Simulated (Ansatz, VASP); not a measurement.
**One calculation of Si8S, two programs**

The input INCAR:

```
SYSTEM = Si8S
PREC = Accurate ; ENCUT = 520
EDIFF = 1E-6 ; ISMEAR = 0
SIGMA = 0.05 ; LREAL = .False.
LASPH = .True. ; NELM = 150
ALGO = Normal ; ISIF = 2
LWAVE = .False. ; LCHARG = .True.
ISPIN = 2 ; MAGMOM = 0 0 0 0 0 0 0 0 2
LORBIT = 11 ; LDIPOL = .True.
IDIPOL = 3 ; DIPOL = 0.5 0.5 0.317
GGA = PE ; IVDW = 12
LELF = .True. ; LVHAR = .True.
LVACPOTAV = .True. ; NBANDS = 33
```

KPOINTS

```
Automatic mesh
0
Gamma
  7 4 1
  0 0 0
```

The input POSCAR:

```
Si8S
1.0
    3.8155170197      0.0000000000      0.0000000000
    0.0000000000      6.3129357895      0.0000000000
    0.0000000000      0.0000000000     21.2318711397
Si S
8 1
Direct
    0.0000000000      0.9369021388      0.1883960191
    0.0000000000      0.5630978612      0.1883960191
    0.5000000000      0.4369021388      0.2402729771
    0.5000000000      0.0630978612      0.2402729771
    0.5000000000      0.9332664454      0.3446595292
    0.5000000000      0.5667335546      0.3446595292
    0.0000000000      0.4266292815      0.3877129380
    0.0000000000      0.0733707185      0.3877129380
    0.5000000000      0.4266292815      0.5290099523
```

Input for Ansatz:

```yaml
crystal:
  lattice:
    - [3.8155170197, 0.0, 0.0]
    - [0.0, 6.3129357895, 0.0]
    - [0.0, 0.0, 21.2318711397]
  atoms:
    - { symbol: Si, position: [0.0, 0.9369021388, 0.1883960191] }
    - { symbol: Si, position: [0.0, 0.5630978612, 0.1883960191] }
    - { symbol: Si, position: [0.5, 0.4369021388, 0.2402729771] }
    - { symbol: Si, position: [0.5, 0.0630978612, 0.2402729771] }
    - { symbol: Si, position: [0.5, 0.9332664454, 0.3446595292] }
    - { symbol: Si, position: [0.5, 0.5667335546, 0.3446595292] }
    - { symbol: Si, position: [0.0, 0.4266292815, 0.387712938] }
    - { symbol: Si, position: [0.0, 0.0733707185, 0.387712938] }
    - { symbol: S, position: [0.5, 0.4266292815, 0.5290099523], spin: 2.0 }
basis:
  ecutwfc: 420
kpoints:
  mp_grid: { grid: [7, 4, 1] }
hamiltonian:
  xc: pbe
  pseudopotentials: { kind: paw, azcp: { folder: soft_1 } }
  dispersion: d3bj
scf:
  occupations: { method: gaussian, width: 0.05 }
output:
  forces: true
  eigenvalues: true
  populations: true
magnetization:
  spin_polarized: true
efield:
  axis: 3
  dipole_correction: true
  ramp_width: 0.04
```

Alike in both runs: task single point; functional PBE; dispersion D3(BJ); k mesh 7 × 4 × 1; occupations gaussian, width 0.05 eV; collinear spin.

|  | VASP | Ansatz |
| --- | --- | --- |
| version | VASP 6.6.1 | Ansatz 0.2.0 |
| potentials or method | VASP PAW PBE potentials, release 64 (Si, S), cutoff 520 eV | scalar-relativistic, plane waves, PAW |
| valence electrons in the cell | 38 | 38 |

```tsv
	VASP	Ansatz	Ansatz less VASP
gap on the k mesh at the Fermi level (eV)	none	none	-
rms of the force components (eV/Å)	0.391	0.393	+0.0021
net moment per atom (μB)	0.16	0.16	+0.001
size of the moment on the site where the two differ most (μB)	0.89	1.40	+0.504
work function, face that differs most (eV)	6.33	6.35	+0.019
```

Site moments also hang on the region over which each program counts them. Atom by atom the forces differ by 0.005 eV/Å (rms over components). A gap of «none» marks a metal or a gap that the smearing closes.
